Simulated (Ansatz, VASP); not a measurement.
## AlSn: VASP beside Ansatz

Contents of INCAR:

```
ALGO     = Normal         # electronic algorithm
EDIFF    = 1E-6           # SCF threshold, eV
ENCUT    = 500            # plane-wave cutoff, eV
GGA      = PE             # functional
GGA_COMPAT= F            
ISIF     = 2              # what is computed and relaxed
ISMEAR   = -5             # smearing method
LASPH    = T              # aspherical terms in the spheres
LCHARG   = F              # write CHGCAR
LREAL    = F              # projectors in reciprocal space
LWAVE    = F              # write WAVECAR
NBANDS   = 16             # bands
NELM     = 120            # most SCF steps
PREC     = Accurate       # precision mode
SIGMA    = 0.1            # smearing width, eV
```

The input KPOINTS:

```
k-points
0
Gamma
  6 6 4
```

The input POSCAR:

```
AlSn
1.0
    4.1981056157      0.0000000000      0.0000000000
   -2.0990528078      3.6356661109      0.0000000000
    0.0000000000      0.0000000000      3.3068470000
Al Sn
1 1
Direct
    0.0000000000      0.0000000000      0.0000000000
    0.3333333333      0.6666666667      0.5000000000
```

Input for Ansatz:

```yaml
crystal:
  lattice:
    - [4.1981056157, 0.0, 0.0]
    - [-2.0990528078, 3.6356661109, 0.0]
    - [0.0, 0.0, 3.306847]
  atoms:
    - { symbol: Al, position: [0.0, 0.0, 0.0] }
    - { symbol: Sn, position: [0.3333333333, 0.6666666667, 0.5] }
basis:
  ecutwfc: 420
kpoints:
  mp_grid: { grid: [6, 6, 4] }
  band_path: { path: [VBM, CBM], npoints: 5 }
hamiltonian:
  xc: pbe
scf:
  occupations: { method: tetrahedron }
output:
  forces: true
  stress: true
  eigenvalues: true
```

Alike in both runs: task single point; functional PBE; k mesh 6 × 6 × 4; occupations tetrahedron; no spin polarisation.

|  | VASP | Ansatz |
| --- | --- | --- |
| version | VASP 6.6.1 | Ansatz 0.2.0 |
| potentials or method | VASP PAW PBE potentials, release 64 (Al, Sn_d), cutoff 500 eV | scalar-relativistic, plane waves, PAW |
| valence electrons in the cell | 17 | 17 |

VASP gave:

| Quantity | Value |
| --- | --- |
| gap on the k mesh at the Fermi level (eV) | none |
| pressure (GPa) | 0.9 |
| traceless stress, the component that is largest in VASP (GPa) | 4.76 |

What did Ansatz give for the same quantities?

gap on the k mesh at the Fermi level (eV): none; pressure (GPa): 0.9; traceless stress, the component that is largest in VASP (GPa): 4.71.

A gap of «none» marks a metal or a gap that the smearing closes. Ansatz's warnings: band edges overlap, band table not solved further, tetrahedron derivatives may miss energy slope.

The k mesh is coarse, so the values compare programs but aren't converged.
